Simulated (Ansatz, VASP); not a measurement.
# Al2Cu in VASP and in Ansatz

```
Al Cu
1.0
    -3.08670    3.08670    2.51450
     3.08670   -3.08670    2.51450
     3.08670    3.08670   -2.51450
Al Cu
4 2
Direct
  0.15872 0.65872 0.81744
  0.65872 0.84128 0.50000
  0.84128 0.34128 0.18256
  0.34128 0.15872 0.50000
  0.75000 0.75000 0.00000
  0.25000 0.25000 0.00000
```

Alike in both runs: task single point; functional PBE; k mesh 10 × 10 × 10; occupations gaussian, width 0.15 eV; no spin polarisation.

```csv
,VASP,Ansatz
version,VASP 6.6.1,Ansatz 0.2.0
potentials or method,"VASP PAW PBE potentials, release 64 (Al, Cu), cutoff 520 eV","scalar-relativistic, plane waves, PAW"
valence electrons in the cell,34,50
```

|  | VASP | Ansatz | Ansatz less VASP |
| --- | --- | --- | --- |
| gap on the k mesh at the Fermi level (eV) | none | none | - |
| pressure (GPa) | -5.7 | -5.9 | -0.15 |
| traceless stress, the component that is largest in VASP (GPa) | -0.62 | -0.65 | -0.033 |
| rms of the force components (eV/Å) | 0.021 | 0.023 | +0.0016 |

Atom by atom the forces differ by 0.002 eV/Å (rms over components). A gap of «none» marks a metal or a gap that the smearing closes. VASP's potentials hold 34 valence electrons a cell and Ansatz's 50, so a difference there can come from the potentials and not from the codes.
